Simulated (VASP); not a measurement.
Runs of VASP 6.6.1 on Os. The structure is that of space group Im-3m (No. 229), or close to it. The cells are those of the table. 

```tsv
task	cell	cutoff (eV)	gap on the mesh (eV)	pressure (GPa)
single point	a = 2.611 Å, angles 70.5, 109.5, 70.5°, 1 atom	520	none	21.4
single point	a = 2.640 Å, angles 70.5, 109.5, 70.5°, 1 atom	520	none	5.9
relaxation of cell and atoms	relaxed to 5 GPa from a = 2.633 Å, angles 70.5, 109.5, 70.5°, 1 atom	600	none	4.9
single point	a = 2.630 Å, angles 70.5, 109.5, 70.5°, 1 atom	520	none	(a)
relaxation of cell and atoms	relaxed from a = 2.633 Å, angles 70.5, 109.5, 70.5°, 1 atom	600	none	0.0
relaxation of cell and atoms	relaxed to 20 GPa from a = 2.633 Å, angles 70.5, 109.5, 70.5°, 1 atom	600	none	19.9
single point	a = 2.651 Å, angles 70.5, 109.5, 70.5°, 1 atom	520	none	0.7
relaxation of cell and atoms	relaxed to 10 GPa from a = 2.633 Å, angles 70.5, 109.5, 70.5°, 1 atom	600	none	9.7
```

Alike in all rows: level PBEsol; potentials or basis VASP PAW PBE potentials, release 64 (Os); no spin polarisation; k mesh 10 × 10 × 10; smearing methfessel-paxton 0.05 eV.

Problem. Fill in the values left out.

Solution. (a) 11.0.

Caveats: the PAW data sets were made with another functional, which shifts forces and pressure a little; spin-orbit coupling is left out, which moves the levels of the heavy elements; the cell is relaxed towards a set pressure, so the enthalpy falls and the energy may rise (some runs); the relaxation stopped at its first step, so nothing moved (some runs).

A k mesh can miss the band edges, and the runs leave out spin-orbit coupling on Os.

A gap of «none» marks levels without a gap at the run's occupations.
